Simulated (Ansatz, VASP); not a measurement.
## MoS2 in VASP and in Ansatz

```
Mo S
1.0
     3.18454    0.00000    0.00000
    -1.59227    2.75789    0.00000
     0.00000    0.00000   21.67053
Mo S
2 4
Direct
  0.33333 0.66667 0.85116
  0.66667 0.33333 0.14884
  0.66667 0.33333 0.77963
  0.33333 0.66667 0.07725
  0.66667 0.33333 0.92275
  0.33333 0.66667 0.22037
```

Alike in both runs: functional BLYP; k mesh 10 × 10 × 2; occupations fermi-dirac, width 0.05 eV; no spin polarisation.

```csv
,VASP,Ansatz
version,VASP 6.6.1,Ansatz 0.2.0
potentials or method,"VASP PAW PBE potentials, release 64 (Mo_sv, S)",Ansatz PAW
plane-wave cutoff (eV),520,420
valence electrons in the cell,52,52
task,single point,band structure
```

```csv
,VASP,Ansatz,Ansatz less VASP
gap on the k mesh at the Fermi level (eV),1.38,1.37,-0.013
least direct gap on the mesh (eV),1.88,1.88,-0.007
rms of the force components (eV/Å),0.324,0.321,-0.0023
```

VASP's potentials were made for PBE, not for BLYP. Atom by atom the forces differ by 0.002 eV/Å (rms over components).

Noted on Ansatz's run: the k mesh misses the band edges, so the gap on the mesh is wider than the one along the path.
